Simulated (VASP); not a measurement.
# Te (P2/m) in VASP: a series of runs

Te is run at these levels: PBE; tasks: single point, relaxation of cell and atoms.

Everything below comes from runs of VASP 6.6.1. Logs are shortened: lines on timing, memory, paths and dates and some standing lists are left out, and cuts for length are marked.

### 1 The cell of the first run

The structure is monoclinic, space group P2/m (No. 10). The conventional cell has a = 3.112 Å, b = 3.221 Å, c = 3.241 Å, α = 90.00°, β = 93.02°, γ = 90.00°. Within 4.1 Å of Te (site symmetry 2/m) lie 6 Te at 3.11 to 3.24 Å.

The cell was built from a structure type or drawn by symmetry, and may not be a known phase.

### 2 Single point, PBE

The input, INCAR:

```
SYSTEM = Te
PREC = Accurate
ENCUT = 520
EDIFF = 1E-7
ISMEAR = 0
SIGMA = 0.1
LREAL = .FALSE.
LASPH = .TRUE.
NELM = 100
ALGO = Normal
ISIF = 2
LWAVE = .FALSE.
LCHARG = .FALSE.
GGA = PE
NBANDS = 9
```

The input, KPOINTS:

```
Automatic mesh
0
G
  6 6 4
  0 0 0
```

The input, POSCAR:

```
Te
1.0
    3.1114397473      0.0000000000      0.0794342917
    0.0000000000      3.2209057489      0.0000000000
   -0.2533752672      0.0000000000      3.2313168869
Te
1
Direct
    0.5000000000      0.0000000000      0.5000000000
```

Potentials or basis: VASP PAW PBE potentials, release 64 (Te).

Started as:

```bash
$ cat potpaw_PBE.64/Te/POTCAR > POTCAR
$ mpirun -np 1 vasp_std > vasp.out
```

OUTCAR:

```text
SYSTEM = Te
   PREC = Accurate
   ENCUT = 520
   EDIFF = 1E-7
   ISMEAR = 0
   LREAL = .FALSE.
   LASPH = .TRUE.
   NELM = 100
   ISIF = 2
   GGA = PE

 ion  position               nearest neighbor table
   1  0.500  0.000  0.500-

  LATTYP: Found a simple monoclinic cell.
 ALAT       =     3.1124535511
 B/A-ratio  =     1.0348445996
 C/A-ratio  =     1.0413763581
 COS(beta)  =    -0.0527036308

  Lattice vectors:

 A1 = (   3.1114397473,   0.0000000000,   0.0794342917)
 A2 = (   0.0000000000,   3.2209057489,   0.0000000000)
 A3 = (  -0.2533752672,   0.0000000000,   3.2313168869)

Analysis of symmetry for initial positions (statically):
=====================================================================
 Subroutine PRICEL returns:
 Original cell was already a primitive cell.

 Routine SETGRP: Setting up the symmetry group for a
 simple monoclinic supercell.

 Subroutine GETGRP returns: Found  4 space group operations
 (whereof  4 operations were pure point group operations)
 out of a pool of  4 trial point group operations.

The static configuration has the point symmetry C_2h.

Analysis of symmetry for dynamics (positions and initial velocities):
=====================================================================
 Subroutine PRICEL returns:
 Original cell was already a primitive cell.

 Routine SETGRP: Setting up the symmetry group for a
 simple monoclinic supercell.

 Subroutine GETGRP returns: Found  4 space group operations
 (whereof  4 operations were pure point group operations)
 out of a pool of  4 trial point group operations.

The dynamic configuration has the point symmetry C_2h.

 Subroutine INISYM returns: Found  4 space group operations
 (whereof  4 operations are pure point group operations),
 and found     1 'primitive' translations

----------------------------------------------------------------------------------------

                                     Primitive cell

  volume of cell :      32.4480

  direct lattice vectors                    reciprocal lattice vectors
     3.111439747  0.000000000  0.079434292     0.320752523  0.000000000  0.025150971
     0.000000000  3.220905749  0.000000000     0.000000000  0.310471674  0.000000000
    -0.253375267  0.000000000  3.231316887    -0.007884943  0.000000000  0.308853073

  length of vectors
     3.112453551  3.220905749  3.241235544     0.321737086  0.310471674  0.308953707

  position of ions in fractional coordinates (direct lattice)
     0.500000000  0.000000000  0.500000000

  ion indices of the primitive-cell ions
   primitive index   ion index
                 1           1

----------------------------------------------------------------------------------------

 KPOINTS: Automatic mesh

Automatic generation of k-mesh.
 Grid dimensions read from file:
 generate k-points for:    6    6    4

 Generating k-lattice:

  Cartesian coordinates                     Fractional coordinates (reciprocal lattice)
     0.053458754  0.000000000  0.004191828     0.166666667  0.000000000  0.000000000
     0.000000000  0.051745279  0.000000000     0.000000000  0.166666667  0.000000000
    -0.001971236  0.000000000  0.077213268    -0.000000000  0.000000000  0.250000000

  Length of vectors
     0.053622848  0.051745279  0.077238427

  Shift w.r.t. Gamma in fractional coordinates (k-lattice)
     0.000000000  0.000000000  0.000000000

 Subroutine IBZKPT returns following result:
 ===========================================

 Found     56 irreducible k-points:

 Following reciprocal coordinates:
            Coordinates               Weight
  0.000000  0.000000  0.000000      1.000000
  0.166667  0.000000  0.000000      2.000000
  0.333333  0.000000  0.000000      2.000000
  0.500000  0.000000  0.000000      1.000000
  0.000000  0.166667  0.000000      2.000000
  0.166667  0.166667  0.000000      4.000000
[... 16 lines left out ...]
  0.000000  0.166667  0.250000      4.000000
  0.166667  0.166667  0.250000      4.000000
 [... further k-points ...]
   k-points           NKPTS =     56   k-points in BZ     NKDIM =     56   number of bands    NBANDS=      9
   number of dos      NEDOS =    301   number of ions     NIONS =      1
   total plane-waves  NPLWV =  13824
   dimension x,y,z NGX =    24 NGY =   24 NGZ =   24
   dimension x,y,z NGXF=    48 NGYF=   48 NGZF=   48
   ions per type =               1
   NGX,Y,Z   is equivalent  to a cutoff of  12.82, 12.39, 12.31 a.u.
   NGXF,Y,Z  is equivalent  to a cutoff of  25.64, 24.78, 24.62 a.u.
 SYSTEM =  Te
   PREC   = accura    normal or accurate (medium, high low for compatibility)
   ISTART =      0    job   : 0-new  1-cont  2-samecut
   ICHARG =      2    charge: 1-file 2-atom 10-const
   ISPIN  =      1    spin polarized calculation?
   LNONCOLLINEAR =      F non collinear calculations
   LSORBIT =      F    spin-orbit coupling
   LASPH  =      T    aspherical Exc in radial PAW
   ENCUT  =  520.0 eV  38.22 Ry    6.18 a.u.   5.79  5.99  6.03*2*pi/ulx,y,z
   NELM   =    100;   NELMIN=  2; NELMDL= -5     # of ELM steps
   EDIFF  = 0.1E-06   stopping-criterion for ELM
   LREAL  =      F    real-space projection
   EDIFFG = 0.1E-05   stopping-criterion for IOM
   NSW    =      0    number of steps for IOM
   IBRION =     -1    ionic relax: 0-MD 1-quasi-New 2-CG
   NFREE  =      0    steps in history (QN), initial steepest desc. (CG)
   ISIF   =      2    stress and relaxation
   ISYM   =      2    0-nonsym 1-usesym 2-fastsym
   POTIM  = 0.5000    time-step for ionic-motion
   TEBEG  =    0.0;   TEEND  =   0.0 temperature during run
   PSTRESS=    0.0 pullay stress
   NELECT =       6.0000    total number of electrons
   NUPDOWN=      -1.0000    fix difference up-down
   EMIN   =  10.00;   EMAX   =-10.00  energy-range for DOS
   EFERMI =   0.00;   METHOD = LEGACY
   ISMEAR =     0;   SIGMA  =   0.10  broadening in eV -4-tet -1-fermi 0-gaus
   EFERMI_NEDOS =   21; number of points for ismear=-14 and -15
   IALGO  =     38    algorithm
   IMIX   =      4    mixing-type and parameters
     AMIX     =   0.40;   BMIX     =  1.00
     AMIX_MAG =   1.60;   BMIX_MAG =  1.00
  volume/ion in A,a.u.               =      32.45       218.97
  Fermi-wavevector in a.u.,A,eV,Ry     =   0.932673  1.762496 11.835422  0.869879
  Thomas-Fermi vector in A             =   2.059295
   LORBIT       =      0    0 simple, 1 ext, 2 COOP (PROOUT), +10 PAW based schemes
   GGA     = PE    functional components
   LHFCALC =     F    Hartree Fock is set to
   AEXX    =    0.0000 exact exchange contribution
   IVDW    =     0    specifies the selected vdW correction
   LEPSILON=     F    determine dielectric tensor
   LRPA    =     F    only Hartree local field effects (RPA)
 non-spin polarized calculation
 Gauss-broadening in eV      SIGMA  =   0.10
  energy-cutoff  :      520.00
  volume of cell :       32.45
 maximum number of plane-waves:       892
   NGX = 11   NGY = 11   NGZ = 13

 number of electron       6.0000001 magnetization

 Free energy of the ion-electron system (eV)
  ---------------------------------------------------
  ext. energy  EPLUGINS =         0.00000000
  ---------------------------------------------------
  free energy    TOTEN  =        -3.09598797 eV

  energy without entropy =       -3.09356219  energy(sigma->0) =       -3.09477508

 E-fermi :   6.3693     XC(G=0):  -9.3210

 val. band max:        6.3644131540   @ k =   0.0000   0.1667   0.5000
 cond. band min:       6.4253949113   @ k =   0.1667   0.3333   0.0000
 fundamental gap:      0.0609817572
 Fermi energy:         6.3693361780

 k-point     1 :       0.0000    0.0000    0.0000
  band No.  band energies     occupation
      1      -7.1521      2.00000
      2       7.3987      0.00000
      3       7.4690      0.00000
      4       8.3162      0.00000
      5      12.4039      0.00000
      6      12.4245      0.00000
      7      13.4015      0.00000
      8      23.5459      0.00000
      9      23.8944      0.00000

 k-point     2 :       0.1667    0.0000    0.0000
  band No.  band energies     occupation
      1      -6.7902      2.00000
      2       5.4131      2.00000
      3       7.7307      0.00000
      4       7.7952      0.00000
      5      12.7429      0.00000
      6      12.8958      0.00000
      7      16.7729      0.00000
      8      20.3465      0.00000
      9      20.9093      0.00000

 k-point     3 :       0.3333    0.0000    0.0000
  band No.  band energies     occupation
      1      -5.8364      2.00000
      2       1.9503      2.00000
      3       8.4793      0.00000
      4       8.5788      0.00000
      5      13.6524      0.00000
      6      14.0449      0.00000
      7      17.4829      0.00000
      8      18.0372      0.00000
      9      18.8139      0.00000

 k-point     4 :       0.5000    0.0000    0.0000
  band No.  band energies     occupation
      1      -5.1157      2.00000
      2       0.3433      2.00000
      3       8.9563      0.00000
      4       9.0769      0.00000
      5      14.3738      0.00000
      6      15.7433      0.00000
      7      15.9665      0.00000
      8      16.8317      0.00000
      9      17.0933      0.00000

 k-point     5 :       0.0000    0.1667    0.0000
  band No.  band energies     occupation
      1      -6.8436      2.00000
      2       4.9430      2.00000
      3       7.6720      0.00000
      4       8.5888      0.00000
      5      12.7167      0.00000
      6      13.6283      0.00000
      7      15.6902      0.00000
      8      20.4931      0.00000
      9      21.3965      0.00000

 k-point     6 :       0.1667    0.1667    0.0000
  band No.  band energies     occupation
      1      -6.4812      2.00000
      2       5.2735      2.00000
      3       5.7198      2.00000
      4       8.0037      0.00000
      5      13.1135      0.00000
      6      15.7887      0.00000
      7      16.6917      0.00000
      8      18.5001      0.00000
      9      20.5010      0.00000
[... 169 lines left out ...]
 k-point    21 :      -0.3333    0.0000    0.2500
  band No.  band energies     occupation
      1      -5.2442      2.00000
      2       2.6761      2.00000
      3       4.7389      2.00000
      4       9.0818      0.00000
      5      12.0636      0.00000
      6      14.6051      0.00000
      7      18.7132      0.00000
      8      18.8576      0.00000
      9      19.8942      0.00000

 k-point    22 :      -0.1667    0.0000    0.2500
  band No.  band energies     occupation
      1      -6.1831      2.00000
      2       3.8060      2.00000
      3       6.1828      1.99166
      4       8.3162      0.00000
      5      13.4455      0.00000
      6      14.9973      0.00000
      7      17.3151      0.00000
      8      18.4903      0.00000
      9      19.5867      0.00000

 k-point    23 :       0.0000    0.1667    0.2500
  band No.  band energies     occupation
      1      -6.2043      2.00000
      2       3.6352      2.00000
      3       5.5458      2.00000
      4       9.0910      0.00000
      5      14.1857      0.00000
      6      15.0590      0.00000
      7      16.8649      0.00000
      8      18.6173      0.00000
      9      19.8829      0.00000

 k-point    24 :       0.1667    0.1667    0.2500
  band No.  band energies     occupation
      1      -5.8097      2.00000
      2       3.8546      2.00000
      3       5.8763      2.00000
      4       6.1650      1.99615
      5      15.0997      0.00000
      6      16.7519      0.00000
      7      16.9220      0.00000
      8      17.8536      0.00000
      9      18.5701      0.00000

 [... further k-points ...]
[... 5 lines left out ...]
  --------------------------------------------------------------------------------------
  -------------------------------------------------------------------------------------
  Total        0.0435903     -0.0114819     -0.0237648      0.0000000      0.0000000     -0.0229905
  in kB        2.1523478     -0.5669372     -1.1734280      0.0000000      0.0000000     -1.1351958
  external PRESSURE =       0.1373275 kB  Pullay stress =       0.0000000 kB

 VOLUME and BASIS-vectors are now :
 -----------------------------------------------------------------------------
  energy-cutoff  :      520.00
  volume of cell :       32.45
      direct lattice vectors                 reciprocal lattice vectors
     3.111439747  0.000000000  0.079434292     0.320752523  0.000000000  0.025150971
     0.000000000  3.220905749  0.000000000     0.000000000  0.310471674  0.000000000
    -0.253375267  0.000000000  3.231316887    -0.007884943  0.000000000  0.308853073

 POSITION                                       TOTAL-FORCE (eV/Angst)
 -----------------------------------------------------------------------------------
      1.42903      0.00000      1.65538         0.000000      0.000000      0.000000
 -----------------------------------------------------------------------------------
    total drift:                                0.000000      0.000000     -0.000000

  FREE ENERGIE OF THE ION-ELECTRON SYSTEM (eV)
  ---------------------------------------------------
  free  energy   TOTEN  =        -3.0959879692 eV

  energy  without entropy=       -3.0935621887  energy(sigma->0) =       -3.09477508
```

Run time: 7.8 s. Hardware: 1 thread of Intel Xeon 8259CL, shared host; peak memory 0.14 GiB.

What came out:

* Free energy: -3.0960 eV
* Pressure: 0.0 GPa
* Band gap on the k mesh: zero (bands 3 and 4 overlap by 4.99 eV)

Stress tensor (GPa, compression positive):
```
 0.22  0.00 -0.11
 0.00 -0.06  0.00
-0.11  0.00 -0.12
```

Caveat: the k points lie up to 0.49 Å⁻¹ apart, too coarse for converged energies and pressures of a metal; spin-orbit coupling is left out, which moves the levels of the heavy elements.

[end of part 1 of 2]
